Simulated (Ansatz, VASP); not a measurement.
**HOsCl in VASP and in Ansatz**

File POSCAR:

```
HOsCl
1.0
    1.7352900000      3.0056100000      0.0000000000
   -1.7352900000      3.0056100000      0.0000000000
   -1.7352900000      1.0018670000      8.4897230000
H Cl Os
2 2 2
Direct
    0.1980000000      0.6040000000      0.5940000000
    0.8020000000      0.3960000000      0.4060000000
    0.3893000000      0.2214000000      0.1679000000
    0.6107000000      0.7786000000      0.8321000000
    0.1172300000      0.7655400000      0.3516900000
    0.8827700000      0.2344600000      0.6483100000
```

Contents of INCAR.step1:

```
SYSTEM = HOsCl
ALGO = Normal
EDIFF = 1E-4
ENCUT = 520
GGA = PE
ISMEAR = -1
LASPH = .TRUE.
LCHARG = .FALSE.
LREAL = .FALSE.
LWAVE = .TRUE.
NBANDS = 25
NELM = 100
PREC = Accurate
SIGMA = 0.1
```

INCAR.step2

```
SYSTEM = HOsCl
ALGO = Normal
EDIFF = 1E-7
ENCUT = 520
ISIF = 2
ISMEAR = -1
ISTART = 1
LASPH = .TRUE.
LCHARG = .FALSE.
LMIXTAU = .TRUE.
LREAL = .FALSE.
LWAVE = .FALSE.
METAGGA = R2SCAN
NBANDS = 25
NELM = 100
PREC = Accurate
SIGMA = 0.1
```

Contents of KPOINTS:

```
k-points
0
G
  9 9 9
  0 0 0
```

Input for Ansatz:

```yaml
crystal:
  lattice:
    - [1.73529, 3.00561, 0.0]
    - [-1.73529, 3.00561, 0.0]
    - [-1.73529, 1.001867, 8.489723]
  atoms:
    - { symbol: H, position: [0.198, 0.604, 0.594] }
    - { symbol: H, position: [0.802, 0.396, 0.406] }
    - { symbol: Cl, position: [0.3893, 0.2214, 0.1679] }
    - { symbol: Cl, position: [0.6107, 0.7786, 0.8321] }
    - { symbol: Os, position: [0.11723, 0.76554, 0.35169] }
    - { symbol: Os, position: [0.88277, 0.23446, 0.64831] }
  symmetry: { tolerance: 0.0003 }
kpoints:
  mp_grid: { grid: [9, 9, 9], shift: [0, 0, 0] }
  band_path:
    path:
      - [0.0, 0.0, 0.0]
      - [0.0, 0.0, 0.5]
      - [0.32404913, -0.32404913, 0.17595087]
      - [0.32404913, -0.35190173, -0.17595087]
      - [0.5, 0.0, 0.0]
      - [0.0, 0.0, 0.0]
      - [0.33797543, -0.33797543, -0.33797543]
      - [0.32404913, -0.33797543, 0.0]
      - [0.0, -0.5, 0.0]
      - [0.0, 0.0, 0.0]
    npoints: 7
magnetization:
  spin_polarized: false
scf:
  occupations: { method: fermi_dirac }
  lower_state_search: "off"
  max_iter: 200
hamiltonian:
  pseudopotentials: { kind: paw }
  xc: r2scan
basis:
  ecutwfc: 500
  fft_grid_basis: typed
output:
  forces: true
  stress: true
  eigenvalues: true
  bader: true
  populations: true
  elf: true
  write_potential: true
  volumetric_format: npy
  dos:
    e_range: [-12, 8]
    de: 0.05
    projected: { site_lists: { Cl: [Cl], H: [H], Os: [Os] } }
  write_density: true
checkpoint:
  read: saved_state
```

Alike in both runs: task single point; functional r2SCAN; k mesh 9 × 9 × 9; no spin polarisation.

```csv
,VASP,Ansatz
version,VASP 6.6.1,Ansatz 0.2.0
potentials or method,"VASP PAW PBE potentials, release 64 (H, Cl, Os), cutoff 520 eV",PAW plane waves
occupations,"fermi-dirac, width 0.1 eV",fermi-dirac
valence electrons in the cell,32,48
```

VASP gave:

```
pressure (GPa)                                                : -14.8
traceless stress, the component that is largest in VASP (GPa) : -4.04
rms of the force components (eV/Å)                            : 0.885
```

Q: Estimate Ansatz's values.

A: Pressure (GPa): -15.0; traceless stress, the component that is largest in VASP (GPa): -4.07; rms of the force components (eV/Å): 0.887.

VASP's potentials were made for PBE, not for r2SCAN. Atom by atom the forces differ by 0.014 eV/Å (rms over components). VASP's potentials hold 32 valence electrons a cell and Ansatz's 48, so a difference there can come from the potentials and not from the codes. Ansatz's warnings: structure snapped to symmetry.

Spin-orbit coupling is off throughout.
